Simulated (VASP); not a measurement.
# B (R-3m) in VASP: settings compared

B is run at these levels: r2SCAN, r2SCAN0; tasks: single point.

Everything below comes from runs of VASP 6.6.1. Logs are shortened: lines on timing, memory, paths and dates and some standing lists are left out, and cuts for length are marked.

**1. The cell of the first run**

The structure is trigonal, space group R-3m (No. 166). Conventional cell: a = 4.899 Å, b = 4.899 Å, c = 12.513 Å, α = 90.00°, β = 90.00°, γ = 120.00°. B (site symmetry m) has 6 B at 1.67 to 1.80 Å within 2.2 Å. B (site symmetry m) has 7 B at 1.77 to 2.02 Å within 2.4 Å.

**2. Single point, r2SCAN**

POSCAR reads:

```
B
1.0
    2.4495216045      1.4142319577      4.1710813794
   -2.4495216045      1.4142319577      4.1710813794
    0.0000000000     -2.8284639154      4.1710813794
B
12
Direct
    0.0098385657      0.6544402899      0.0098385657
    0.0098385657      0.0098385657      0.6544402899
    0.6544402899      0.0098385657      0.0098385657
    0.9901614343      0.3455597101      0.9901614343
    0.3455597101      0.9901614343      0.9901614343
    0.9901614343      0.9901614343      0.3455597101
    0.2204860271      0.6317957864      0.2204860271
    0.2204860271      0.2204860271      0.6317957864
    0.6317957864      0.2204860271      0.2204860271
    0.7795139729      0.3682042136      0.7795139729
    0.3682042136      0.7795139729      0.7795139729
    0.7795139729      0.7795139729      0.3682042136
```

INCAR.step1 reads:

```
PREC = Accurate
ENCUT = 520
ISMEAR = -1
SIGMA = 0.1
LREAL = F
LASPH = T
NELM = 80
NBANDS = 30
GGA = PE
ALGO = Normal
EDIFF = 1E-4
LWAVE = T
LCHARG = F
```

INCAR.step2 reads:

```
PREC = Accurate
ENCUT = 520
EDIFF = 1E-7
ISMEAR = -1
SIGMA = 0.1
LREAL = F
LASPH = T
NELM = 80
ALGO = Normal
ISIF = 2
LWAVE = F
LCHARG = F
METAGGA = R2SCAN
LMIXTAU = T
NBANDS = 30
ISTART = 1
```

KPOINTS reads:

```
Automatic mesh
0
Gamma
  3 3 3
```

Potentials or basis: VASP PAW PBE potentials, release 64 (B).

Started as:

```console
$ cat potpaw_PBE.64/B/POTCAR > POTCAR
$ cp INCAR.step1 INCAR
$ mpirun -np 1 vasp_std > vasp.out
$ cp INCAR.step2 INCAR
$ mpirun -np 1 vasp_std > vasp.out
```

OUTCAR:

```text
PREC = Accurate
   ENCUT = 520
   EDIFF = 1E-7
   ISMEAR = -1
   LREAL = F
   LASPH = T
   NELM = 80
   ISIF = 2
   METAGGA = R2SCAN
   ISTART = 1

 ion  position               nearest neighbor table
   1  0.010  0.654  0.010-   4 1.67   2 1.74   3 1.74   7 1.79  11 1.80  12 1.80
   2  0.010  0.010  0.654-   6 1.67   3 1.74   1 1.74   8 1.79  10 1.80  11 1.80
   3  0.654  0.010  0.010-   5 1.67   2 1.74   1 1.74   9 1.79  10 1.80  12 1.80
   4  0.990  0.346  0.990-   1 1.67   6 1.74   5 1.74  10 1.79   9 1.80   8 1.80
   5  0.346  0.990  0.990-   3 1.67   6 1.74   4 1.74  11 1.79   7 1.80   8 1.80
   6  0.990  0.990  0.346-   2 1.67   4 1.74   5 1.74  12 1.79   9 1.80   7 1.80
   7  0.220  0.632  0.220-  11 1.77  12 1.77   1 1.79   5 1.80   6 1.80   8 2.02   9 2.02
   8  0.220  0.220  0.632-  10 1.77  11 1.77   2 1.79   4 1.80   5 1.80   7 2.02   9 2.02
   9  0.632  0.220  0.220-  10 1.77  12 1.77   3 1.79   4 1.80   6 1.80   8 2.02   7 2.02
  10  0.780  0.368  0.780-   9 1.77   8 1.77   4 1.79   3 1.80   2 1.80  12 2.02  11 2.02
  11  0.368  0.780  0.780-   7 1.77   8 1.77   5 1.79   1 1.80   2 1.80  12 2.02  10 2.02
  12  0.780  0.780  0.368-   7 1.77   9 1.77   6 1.79   3 1.80   1 1.80  10 2.02  11 2.02

  LATTYP: Found a trigonal (rhomboedric) cell.
 ALAT       =     5.0396555433
 COS(alpha) =     0.5275119417

  Lattice vectors:

 A1 = (   2.4495216045,   1.4142319577,   4.1710813794)
 A2 = (  -2.4495216045,   1.4142319577,   4.1710813794)
 A3 = (   0.0000000000,  -2.8284639154,   4.1710813794)

Analysis of symmetry for initial positions (statically):
=====================================================================
 Subroutine PRICEL returns:
 Original cell was already a primitive cell.

 Routine SETGRP: Setting up the symmetry group for a
 trigonal (rhombohedral) supercell.

 Subroutine GETGRP returns: Found 12 space group operations
 (whereof 12 operations were pure point group operations)
 out of a pool of 12 trial point group operations.

The static configuration has the point symmetry D_3d.

Analysis of symmetry for dynamics (positions and initial velocities):
=====================================================================
 Subroutine PRICEL returns:
 Original cell was already a primitive cell.

 Routine SETGRP: Setting up the symmetry group for a
 trigonal (rhombohedral) supercell.

 Subroutine GETGRP returns: Found 12 space group operations
 (whereof 12 operations were pure point group operations)
 out of a pool of 12 trial point group operations.

[... 113 lines left out ...]
   NUPDOWN=      -1.0000    fix difference up-down
   EMIN   =  10.00;   EMAX   =-10.00  energy-range for DOS
   EFERMI =   0.00;   METHOD = LEGACY
   ISMEAR =    -1;   SIGMA  =   0.10  broadening in eV -4-tet -1-fermi 0-gaus
   EFERMI_NEDOS =   21; number of points for ismear=-14 and -15
   IALGO  =     38    algorithm
   IMIX   =      4    mixing-type and parameters
     AMIX     =   0.40;   BMIX     =  1.00
     AMIX_MAG =   1.60;   BMIX_MAG =  1.00
  volume/ion in A,a.u.               =       7.22        48.75
  Fermi-wavevector in a.u.,A,eV,Ry     =   1.221354  2.308025 20.295902  1.491707
  Thomas-Fermi vector in A             =   2.356540
   LORBIT       =      0    0 simple, 1 ext, 2 COOP (PROOUT), +10 PAW based schemes
   METAGGA = R2SCAN    functional components
   LHFCALC =     F    Hartree Fock is set to
   AEXX    =    0.0000 exact exchange contribution
   IVDW    =     0    specifies the selected vdW correction
   LEPSILON=     F    determine dielectric tensor
   LRPA    =     F    only Hartree local field effects (RPA)
 non-spin polarized calculation
  energy-cutoff  :      520.00
  volume of cell :       86.70
 maximum number of plane-waves:      2348
 NGX is ok and might be reduce to    40
   NGX = 19   NGY = 19   NGZ = 19

 number of electron      36.0000000 magnetization

 Free energy of the ion-electron system (eV)
  ---------------------------------------------------
  ext. energy  EPLUGINS =         0.00000000
  ---------------------------------------------------
  free energy    TOTEN  =       -88.18616496 eV

  energy without entropy =      -88.18610709  energy(sigma->0) =      -88.18613602

 E-fermi :   6.6617     XC(G=0): -12.3075

 val. band max:        5.8008204657   @ k =   0.3333   0.3333   0.3333
 cond. band min:       7.5759403683   @ k =   0.0000   0.0000   0.0000
 fundamental gap:      1.7751199026
 Fermi energy:         6.6616596365

 k-point     1 :       0.0000    0.0000    0.0000
  band No.  band energies     occupation
      1     -11.2637      2.00000
      2      -5.2306      2.00000
      3      -4.9666      2.00000
      4      -4.9666      2.00000
      5      -3.6792      2.00000
      6      -3.0613      2.00000
[... 187 lines left out ...]
     29      15.6062      0.00000
     30      16.4065      0.00000

------------------------ aborting loop because EDIFF is reached ----------------------------------------

  FORCE on cell =-STRESS in cart. coord.  units (eV):
  Direction    XX          YY          ZZ          XY          YZ          ZX
  --------------------------------------------------------------------------------------
  -------------------------------------------------------------------------------------
  Total        0.2410751      0.2410751     -0.1977364      0.0000000      0.0000000      0.0000000
  in kB        4.4551366      4.4551366     -3.6542259      0.0000000      0.0000000      0.0000000
  external PRESSURE =       1.7520158 kB  Pullay stress =       0.0000000 kB

 VOLUME and BASIS-vectors are now :
 -----------------------------------------------------------------------------
  energy-cutoff  :      520.00
  volume of cell :       86.70
      direct lattice vectors                 reciprocal lattice vectors
     2.449521605  1.414231958  4.171081379     0.204121490  0.117849597  0.079915327
    -2.449521605  1.414231958  4.171081379    -0.204121490  0.117849597  0.079915327
     0.000000000 -2.828463915  4.171081379     0.000000000 -0.235699195  0.079915327

 POSITION                                       TOTAL-FORCE (eV/Angst)
 -----------------------------------------------------------------------------------
     -1.57897      0.91162      2.81180         0.024924     -0.014390      0.032982
      0.00000     -1.82323      2.81180        -0.000000      0.028780      0.032982
      1.57897      0.91162      2.81180        -0.024924     -0.014390      0.032982
      1.57897     -0.91162      9.70145        -0.024924      0.014390     -0.032982
     -1.57897     -0.91162      9.70145         0.024924      0.014390     -0.032982
      0.00000      1.82323      9.70145        -0.000000     -0.028780     -0.032982
     -1.00751      0.58169      4.47460        -0.049289      0.028457      0.015706
      0.00000     -1.16337      4.47460        -0.000000     -0.056914      0.015706
      1.00751      0.58169      4.47460         0.049289      0.028457      0.015706
      1.00751     -0.58169      8.03864         0.049289     -0.028457     -0.015706
     -1.00751     -0.58169      8.03864        -0.049289     -0.028457     -0.015706
      0.00000      1.16337      8.03864        -0.000000      0.056914     -0.015706
 -----------------------------------------------------------------------------------
    total drift:                                0.000000      0.000000      0.000000

  FREE ENERGIE OF THE ION-ELECTRON SYSTEM (eV)
  ---------------------------------------------------
  free  energy   TOTEN  =       -88.1861649640 eV

  energy  without entropy=      -88.1861070851  energy(sigma->0) =      -88.18613602
```

OUTCAR.step1:

```text
PREC = Accurate
   ENCUT = 520
   ISMEAR = -1
   LREAL = F
   LASPH = T
[... 437 lines left out ...]
      1.00751      0.58169      4.47460        -0.064371     -0.037164      0.027832
      1.00751     -0.58169      8.03864        -0.064371      0.037164     -0.027832
     -1.00751     -0.58169      8.03864         0.064371      0.037164     -0.027832
      0.00000      1.16337      8.03864         0.000000     -0.074329     -0.027832
 -----------------------------------------------------------------------------------
    total drift:                                0.000000      0.000000      0.000000

  FREE ENERGIE OF THE ION-ELECTRON SYSTEM (eV)
  ---------------------------------------------------
  free  energy   TOTEN  =       -80.5093121940 eV

  energy  without entropy=      -80.5092149900  energy(sigma->0) =      -80.50926359
```

It took 43 s on 1 thread of Intel Xeon 6975P-C (Granite Rapids), shared host; peak memory 0.24 GiB.

Results:

- Free energy: -88.1862 eV
- Pressure: 0.2 GPa
- Largest force: 0.059 eV/Å
- Band gap on the k mesh: 1.78 eV (least direct gap 2.05 eV)

Forces in eV/Å, atoms in the order of the input:
```
B    0.025 -0.014  0.033
B    0.000  0.029  0.033
B   -0.025 -0.014  0.033
B   -0.025  0.014 -0.033
B    0.025  0.014 -0.033
B    0.000 -0.029 -0.033
B   -0.049  0.028  0.016
B    0.000 -0.057  0.016
B    0.049  0.028  0.016
B    0.049 -0.028 -0.016
B   -0.049 -0.028 -0.016
B    0.000  0.057 -0.016
```

Levels at points of the mesh, in eV from the valence-band top:
```tsv
k point	band 16	band 17	band 18	band 19	band 20	band 21
(0.00, 0.00, 0.00)	-0.82	-0.82	-0.28	1.78	5.01	5.01
```

Caveat: the k points lie up to 0.52 Å⁻¹ apart; the PAW data sets were made with another functional, which shifts forces and pressure a little.

**3. Single point, r2SCAN0**

POSCAR is that of step 2.

INCAR.step1 reads:

```
PREC = Accurate
ENCUT = 520
EDIFF = 1E-5
ISMEAR = -1
SIGMA = 0.1
LREAL = F
LASPH = T
NELM = 60
ALGO = Normal
ISIF = 2
LWAVE = T
GGA = PE
NBANDS = 30
```

INCAR.step2 reads:

```
PREC = Accurate
ENCUT = 520
EDIFF = 1E-6
ISMEAR = -1
SIGMA = 0.1
LREAL = F
LASPH = T
NELM = 60
ALGO = Normal
ISIF = 2
LWAVE = F
LCHARG = T
METAGGA = R2SCAN
LHFCALC = T
AEXX = 0.25
LMIXTAU = T
PRECFOCK = Fast
LELF = T
LVHAR = T
ISTART = 1
NBANDS = 30
```

KPOINTS reads:

```
regular mesh
0
Gamma
  3 3 3
```

Potentials or basis: VASP PAW PBE potentials, release 64 (B).

Started as:

```console
$ cat potpaw_PBE.64/B/POTCAR > POTCAR
$ cp INCAR.step1 INCAR
$ mpirun -np 1 vasp_std > vasp.out
$ cp INCAR.step2 INCAR
$ mpirun -np 1 vasp_std > vasp.out
```

It took 3.6 min on 1 thread of Intel Xeon 6975P-C (Granite Rapids), shared host; peak memory 0.25 GiB.

Results (log left out):

- Free energy: -98.7973 eV
- Pressure: -2.7 GPa
- Largest force: 0.134 eV/Å
- Band gap on the k mesh: 2.97 eV (least direct gap 3.28 eV)

Forces on the atoms (eV/Å):
```
B   -0.003  0.002  0.061
B    0.000 -0.004  0.061
B    0.003  0.002  0.061
B    0.003 -0.002 -0.061
B   -0.003 -0.002 -0.061
B    0.000  0.004 -0.061
B   -0.115  0.067 -0.010
B    0.000 -0.133 -0.010
B    0.115  0.067 -0.010
B    0.115 -0.067  0.010
B   -0.115 -0.067  0.010
B    0.000  0.133  0.010
```

Stress tensor (GPa, compression positive):
```
-2.53  0.00  0.00
 0.00 -2.53  0.00
 0.00  0.00 -2.96
```

Levels at points of the mesh, in eV from the valence-band top:
| k point | band 15 | band 16 | band 17 | band 18 | band 19 | band 20 | band 21 | band 22 |
| --- | --- | --- | --- | --- | --- | --- | --- | --- |
| (0.00, 0.00, 0.00) | -1.43 | -1.10 | -1.10 | -0.30 | 2.97 | 6.66 | 6.66 | 6.75 |

Caveat: the k points lie up to 0.52 Å⁻¹ apart; the PAW data sets were made with another functional, which shifts forces and pressure a little. A k mesh can miss the band edges.
